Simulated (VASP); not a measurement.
# Si2Mo (I4/mmm) in VASP: further runs

Si2Mo is run at these levels: PBEsol; tasks: single point.

Everything below comes from runs of VASP 6.6.1. Logs are shortened: lines on timing, memory, paths and dates and some standing lists are left out, and cuts for length are marked.

### 1 The cell of the first run

It takes space group I4/mmm (No. 139, tetragonal). Conventional cell: a = 3.166 Å, b = 3.166 Å, c = 7.772 Å, α = 90.00°, β = 90.00°, γ = 90.00°. Si (site symmetry 4mm) has 9 Si at 2.57 to 3.17 Å and 5 Mo at 2.58 to 2.60 Å within 3.4 Å. Mo (site symmetry 4/mmm) has 10 Si at 2.58 to 2.60 Å and 4 Mo at 3.17 Å within 3.4 Å.

### 2 Single point, PBEsol

Contents of INCAR:

```
SYSTEM = Si2Mo
PREC = Accurate
ENCUT = 520
EDIFF = 1E-6
ISMEAR = 0
SIGMA = 0.1
LREAL = .False.
LASPH = .True.
NELM = 80
ALGO = Normal
ISIF = 2
LWAVE = .False.
LCHARG = .True.
GGA = PS
LELF = .True.
LVHAR = .True.
NBANDS = 18
```

Contents of KPOINTS:

```
Automatic mesh
0
Gamma
  18 18 18
  0 0 0
```

Contents of POSCAR:

```
Si2Mo
1.0
   -1.5827580464      1.5827580464      3.8860863542
    1.5827580464     -1.5827580464      3.8860863542
    1.5827580464      1.5827580464     -3.8860863542
Si Mo
2 1
Direct
    0.3347588939      0.3347588939      0.0000000000
    0.6652411061      0.6652411061      0.0000000000
    0.0000000000      0.0000000000      0.0000000000
```

Potentials or basis: VASP PAW PBE potentials, release 64 (Si, Mo_sv).

Launch:

```bash
> cat potpaw_PBE.64/Si/POTCAR potpaw_PBE.64/Mo_sv/POTCAR > POTCAR
> mpirun -np 1 vasp_std > vasp.out
```

OUTCAR:

```text
SYSTEM = Si2Mo
   PREC = Accurate
   ENCUT = 520
   EDIFF = 1E-6
   ISMEAR = 0
   LREAL = .False.
   LASPH = .True.
   NELM = 80
   ISIF = 2
   GGA = PS

 ion  position               nearest neighbor table
   1  0.335  0.335  0.000-   2 2.57   3 2.58   3 2.58   3 2.58   3 2.58   2 2.60   2 2.60   2 2.60
                             2 2.60   3 2.60
   2  0.665  0.665  0.000-   1 2.57   3 2.58   3 2.58   3 2.58   3 2.58   1 2.60   1 2.60   1 2.60
                             1 2.60   3 2.60
   3  0.000  0.000  0.000-   2 2.58   2 2.58   1 2.58   2 2.58   1 2.58   1 2.58   2 2.58   1 2.58
                             1 2.60   2 2.60

  LATTYP: Found a body centered tetragonal cell.
 ALAT       =     3.1655160928
 C/A-ratio  =     2.4552624218

  Lattice vectors:

 A1 = (  -1.5827580464,   1.5827580464,   3.8860863542)
 A2 = (   1.5827580464,  -1.5827580464,   3.8860863542)
 A3 = (   1.5827580464,   1.5827580464,  -3.8860863542)

Analysis of symmetry for initial positions (statically):
=====================================================================
 Subroutine PRICEL returns:
 Original cell was already a primitive cell.

 Routine SETGRP: Setting up the symmetry group for a
 body centered tetragonal supercell.

 Subroutine GETGRP returns: Found 16 space group operations
 (whereof 16 operations were pure point group operations)
 out of a pool of 16 trial point group operations.

The static configuration has the point symmetry D_4h.

Analysis of symmetry for dynamics (positions and initial velocities):
=====================================================================
 Subroutine PRICEL returns:
 Original cell was already a primitive cell.

 Routine SETGRP: Setting up the symmetry group for a
 body centered tetragonal supercell.

 Subroutine GETGRP returns: Found 16 space group operations
 (whereof 16 operations were pure point group operations)
 out of a pool of 16 trial point group operations.

The dynamic configuration has the point symmetry D_4h.

 Subroutine INISYM returns: Found 16 space group operations
 (whereof 16 operations are pure point group operations),
 and found     1 'primitive' translations

----------------------------------------------------------------------------------------

                                     Primitive cell

  volume of cell :      38.9405

  direct lattice vectors                    reciprocal lattice vectors
    -1.582758046  1.582758046  3.886086354     0.000000000  0.315904254  0.128664151
     1.582758046 -1.582758046  3.886086354     0.315904254  0.000000000  0.128664151
[... 86 lines left out ...]
   NELM   =     80;   NELMIN=  2; NELMDL= -5     # of ELM steps
   EDIFF  = 0.1E-05   stopping-criterion for ELM
   LREAL  =      F    real-space projection
   EDIFFG = 0.1E-04   stopping-criterion for IOM
   NSW    =      0    number of steps for IOM
   IBRION =     -1    ionic relax: 0-MD 1-quasi-New 2-CG
   NFREE  =      0    steps in history (QN), initial steepest desc. (CG)
   ISIF   =      2    stress and relaxation
   ISYM   =      2    0-nonsym 1-usesym 2-fastsym
   POTIM  = 0.5000    time-step for ionic-motion
   TEBEG  =    0.0;   TEEND  =   0.0 temperature during run
   PSTRESS=    0.0 pullay stress
   NELECT =      22.0000    total number of electrons
   NUPDOWN=      -1.0000    fix difference up-down
   EMIN   =  10.00;   EMAX   =-10.00  energy-range for DOS
   EFERMI =   0.00;   METHOD = LEGACY
   ISMEAR =     0;   SIGMA  =   0.10  broadening in eV -4-tet -1-fermi 0-gaus
   EFERMI_NEDOS =   21; number of points for ismear=-14 and -15
   IALGO  =     38    algorithm
   IMIX   =      4    mixing-type and parameters
     AMIX     =   0.40;   BMIX     =  1.00
     AMIX_MAG =   1.60;   BMIX_MAG =  1.00
  volume/ion in A,a.u.               =      12.98        87.59
  Fermi-wavevector in a.u.,A,eV,Ry     =   1.353366  2.557491 24.920420  1.831599
  Thomas-Fermi vector in A             =   2.480627
   LORBIT       =      0    0 simple, 1 ext, 2 COOP (PROOUT), +10 PAW based schemes
   GGA     = PS    functional components
   LHFCALC =     F    Hartree Fock is set to
   AEXX    =    0.0000 exact exchange contribution
   IVDW    =     0    specifies the selected vdW correction
   LEPSILON=     F    determine dielectric tensor
   LRPA    =     F    only Hartree local field effects (RPA)
 non-spin polarized calculation
 Gauss-broadening in eV      SIGMA  =   0.10
  energy-cutoff  :      520.00
  volume of cell :       38.94
 maximum number of plane-waves:      1064
 NGX is ok and might be reduce to    36
   NGX = 17   NGY = 17   NGZ = 17

 number of electron      22.0000000 magnetization

 Free energy of the ion-electron system (eV)
  ---------------------------------------------------
  ext. energy  EPLUGINS =         0.00000000
  ---------------------------------------------------
  free energy    TOTEN  =       -25.06459450 eV

  energy without entropy =      -25.06341111  energy(sigma->0) =      -25.06400280

 E-fermi :  12.6742     XC(G=0): -12.6665

 val. band max:       12.6171033306   @ k =  -0.4444  -0.4444   0.4444
 cond. band min:      12.6792388972   @ k =  -0.4444  -0.4444   0.2778
 fundamental gap:      0.0621355667
 Fermi energy:        12.6742412620

 k-point     1 :       0.0000    0.0000    0.0000
  band No.  band energies     occupation
      1     -47.9081      2.00000
      2     -22.1176      2.00000
      3     -22.0164      2.00000
      4     -22.0164      2.00000
      5      -1.0049      2.00000
      6       6.0674      2.00000
[... 481 lines left out ...]
      5      -0.1114      2.00000
      6       6.1914      2.00000
[... 10 lines left out ...]
     17      19.1528      0.00000
     18      21.2524      0.00000

 [... further k-points ...]
[... 5 lines left out ...]
  --------------------------------------------------------------------------------------
  -------------------------------------------------------------------------------------
  Total        1.3156053      1.3156053      1.3142651      0.0000000      0.0000000      0.0000000
  in kB       54.1295868     54.1295868     54.0744452      0.0000000      0.0000000      0.0000000
  external PRESSURE =      54.1112063 kB  Pullay stress =       0.0000000 kB

 VOLUME and BASIS-vectors are now :
 -----------------------------------------------------------------------------
  energy-cutoff  :      520.00
  volume of cell :       38.94
      direct lattice vectors                 reciprocal lattice vectors
    -1.582758046  1.582758046  3.886086354     0.000000000  0.315904254  0.128664151
     1.582758046 -1.582758046  3.886086354     0.315904254  0.000000000  0.128664151
     1.582758046  1.582758046 -3.886086354     0.315904254  0.315904254  0.000000000

 POSITION                                       TOTAL-FORCE (eV/Angst)
 -----------------------------------------------------------------------------------
      0.00000      0.00000      2.60180        -0.000000     -0.000000     -0.007393
      0.00000      0.00000      5.17037         0.000000      0.000000      0.007393
      0.00000      0.00000      0.00000        -0.000000     -0.000000     -0.000000
 -----------------------------------------------------------------------------------
    total drift:                               -0.000000     -0.000000      0.000000

  FREE ENERGIE OF THE ION-ELECTRON SYSTEM (eV)
  ---------------------------------------------------
  free  energy   TOTEN  =       -25.0645944962 eV

  energy  without entropy=      -25.0634111099  energy(sigma->0) =      -25.06400280
```

OSZICAR:

```text
N       E                     dE             d eps       ncg     rms          rms(c)
DAV:   1     0.119007765356E+03    0.11901E+03   -0.11289E+04 17328   0.117E+03
DAV:   2    -0.229193258479E+02   -0.14193E+03   -0.13907E+03 20536   0.300E+02
DAV:   3    -0.259950564207E+02   -0.30757E+01   -0.30430E+01 21518   0.391E+01
DAV:   4    -0.260123104992E+02   -0.17254E-01   -0.17234E-01 20330   0.313E+00
DAV:   5    -0.260124213788E+02   -0.11088E-03   -0.11087E-03 20246   0.268E-01    0.243E+01
DAV:   6    -0.252257219378E+02    0.78670E+00   -0.53047E+00 18308   0.154E+01    0.549E+00
DAV:   7    -0.251052082335E+02    0.12051E+00   -0.75103E-01 18086   0.528E+00    0.498E+00
DAV:   8    -0.250656874449E+02    0.39521E-01   -0.10154E-01 18686   0.235E+00    0.443E-01
DAV:   9    -0.250647165361E+02    0.97091E-03   -0.18672E-03 20368   0.349E-01    0.236E-01
DAV:  10    -0.250646077687E+02    0.10877E-03   -0.45758E-04 19264   0.181E-01    0.592E-02
DAV:  11    -0.250645966688E+02    0.11100E-04   -0.13054E-04 19004   0.844E-02    0.341E-02
DAV:  12    -0.250645953304E+02    0.13384E-05   -0.21431E-05 18442   0.328E-02    0.118E-02
DAV:  13    -0.250645944962E+02    0.83416E-06   -0.21538E-06 13136   0.121E-02
   1 F= -.25064594E+02 E0= -.25064003E+02  d E =-.118339E-02
```

Wall time 22 min (1 thread of Intel Xeon 8259CL, shared host); peak memory 0.45 GiB.

What came out:

| Item | Value |
| --- | --- |
| Free energy | -25.0646 eV |
| Pressure | 5.4 GPa |
| Largest force | 0.007 eV/Å |
| Band gap on the k mesh | zero (bands 11 and 12 overlap by 0.97 eV) |

Forces on the atoms (eV/Å):
```
Si   0.000  0.000 -0.007
Si   0.000  0.000  0.007
Mo   0.000  0.000  0.000
```

Levels at points of the mesh, in eV from the Fermi level:
```
           k point  band 7  band 8  band 9  band 10  band 11  band 12  band 13  band 14  band 15  band 16
(0.00, 0.00, 0.00)   -3.38   -3.25   -2.71    -2.71     0.40     3.04     3.37     3.65     3.65     4.24
(0.50, 0.00, 0.00)   -5.11   -4.58   -2.71    -2.66    -0.55     2.37     3.17     4.27     4.32     5.56
(0.50, 0.50, 0.00)   -5.79   -5.17   -4.57    -3.21    -1.20     2.43     2.87     3.25     3.42     4.78
(0.50, 0.50, 0.50)   -3.74   -2.32   -0.61    -0.61    -0.46    -0.46     0.55     4.83     5.52     6.01
```

Caveat: the cell stands under pressure; the PAW data sets were made with another functional, which shifts forces and pressure a little.

### 3 Single point, PBEsol

This run uses another cell than the first one, of 13.15 Å³/atom.

Contents of INCAR:

```
ALGO = Normal
EDIFF = 1E-7
ENCUT = 520
GGA = PS
ISIF = 2
ISMEAR = 0
LASPH = T
LCHARG = F
LREAL = F
LWAVE = F
NBANDS = 18
NELM = 60
PREC = Accurate
SIGMA = 0.1
```

Contents of KPOINTS:

```
k-points
0
Gamma
  18 18 18
```

Contents of POSCAR:

```
Si2Mo
1.0
   -1.5899526653      1.5899526653      3.9005605044
    1.5899526653     -1.5899526653      3.9005605044
    1.5899526653      1.5899526653     -3.9005605044
Si Mo
2 1
Direct
    0.3349247576      0.3349247576      0.0000000000
    0.6650752424      0.6650752424      0.0000000000
    0.0000000000      0.0000000000      0.0000000000
```

Potentials or basis: VASP PAW PBE potentials, release 64 (Si, Mo_sv).

Launch:

```bash
> cat potpaw_PBE.64/Si/POTCAR potpaw_PBE.64/Mo_sv/POTCAR > POTCAR
> mpirun -np 1 vasp_std > vasp.out
```

It took 25 min on 1 thread of Intel Xeon 8259CL, shared host; peak memory 0.45 GiB.

Results (log left out):

```yaml
Free_energy: -25.0769 eV
Pressure: 2.4 GPa
Largest_force: 0.004 eV/Å
Band_gap_on_the_k_mesh: zero (bands 11 and 12 overlap by 0.95 eV)
```

Forces on the atoms (eV/Å):
```
Si   0.000  0.000 -0.004
Si   0.000  0.000  0.004
Mo   0.000  0.000  0.000
```

Levels at points of the mesh, in eV from the Fermi level:
```
           k point  band 9  band 10  band 11  band 12  band 13  band 14
(0.00, 0.00, 0.00)   -2.67    -2.67     0.39     3.09     3.29     3.60
(0.50, 0.00, 0.00)   -2.66    -2.63    -0.53     2.32     3.15     4.22
(0.50, 0.50, 0.00)   -4.52    -3.15    -1.21     2.38     2.81     3.21
(0.50, 0.50, 0.50)   -0.60    -0.60    -0.46    -0.46     0.53     4.79
```

Caveat: the PAW data sets were made with another functional, which shifts forces and pressure a little.

### 4 Single point, PBEsol

This run uses another cell than the first one, of 13.39 Å³/atom.

Contents of INCAR:

```
  PREC = Accurate
  ENCUT = 520
  EDIFF = 1E-7
  ISMEAR = 0
  SIGMA = 0.1
  LREAL = F
  LASPH = T
  NELM = 60
  ALGO = Normal
  ISIF = 2
  LWAVE = F
  LCHARG = F
  GGA = PS
  NBANDS = 18
```

Contents of KPOINTS:

```
regular mesh
0
Gamma
  18 18 18
```

Contents of POSCAR:

```
Si2Mo
1.0
   -1.6005199531      1.6005199531      3.9206545215
    1.6005199531     -1.6005199531      3.9206545215
    1.6005199531      1.6005199531     -3.9206545215
Si Mo
2 1
Direct
    0.3352184723      0.3352184723      0.0000000000
    0.6647815277      0.6647815277      0.0000000000
    0.0000000000      0.0000000000      0.0000000000
```

Launch:

```bash
> cat potpaw_PBE.64/Si/POTCAR potpaw_PBE.64/Mo_sv/POTCAR > POTCAR
> mpirun -np 1 vasp_std > vasp.out
```

It took 22 min on 1 thread of Intel Xeon 8259CL, shared host; peak memory 0.46 GiB.

It converged, with:

- Free energy: -25.0785 eV
- Pressure: -1.6 GPa
- Largest force: 0.007 eV/Å
- Band gap on the k mesh: zero (bands 11 and 12 overlap by 0.93 eV)

Forces on the atoms (eV/Å):
```
Si   0.000  0.000 -0.007
Si   0.000  0.000  0.007
Mo   0.000  0.000  0.000
```

Levels at points of the mesh, in eV from the Fermi level:
| k point | band 7 | band 8 | band 9 | band 10 | band 11 | band 12 | band 13 | band 14 | band 15 | band 16 |
| --- | --- | --- | --- | --- | --- | --- | --- | --- | --- | --- |
| (0.00, 0.00, 0.00) | -3.40 | -3.10 | -2.61 | -2.61 | 0.37 | 3.17 | 3.18 | 3.52 | 3.52 | 4.09 |
| (0.50, 0.00, 0.00) | -4.98 | -4.49 | -2.59 | -2.59 | -0.51 | 2.25 | 3.12 | 4.08 | 4.20 | 5.49 |
| (0.50, 0.50, 0.00) | -5.64 | -5.17 | -4.44 | -3.06 | -1.22 | 2.30 | 2.73 | 3.16 | 3.36 | 4.75 |
| (0.50, 0.50, 0.50) | -3.57 | -2.20 | -0.58 | -0.58 | -0.46 | -0.46 | 0.51 | 4.75 | 5.15 | 6.02 |

Caveat: the PAW data sets were made with another functional, which shifts forces and pressure a little.

### 5 The runs side by side

| cell | gap on the mesh (eV) | pressure (GPa) | largest force (eV/Å) |
| --- | --- | --- | --- |
| a = 4.485 Å, angles 138.7, 138.7, 59.9°, 3 atoms | none | 5.4 | 0.01 |
| a = 4.502 Å, angles 138.6, 138.6, 59.9°, 3 atoms | none | 2.4 | - |
| a = 4.527 Å, angles 138.6, 138.6, 60.0°, 3 atoms | none | -1.6 | 0.01 |

Alike in all rows: task single point; level PBEsol; potentials or basis VASP PAW PBE potentials, release 64 (Si, Mo_sv); no spin polarisation; k mesh 18 × 18 × 18; cutoff (eV) 520; smearing gaussian 0.1 eV.

Caveats: the PAW data sets were made with another functional, which shifts forces and pressure a little; the cell stands under pressure (at least some runs).

Absolute energies hang on the potentials; compare differences alone.
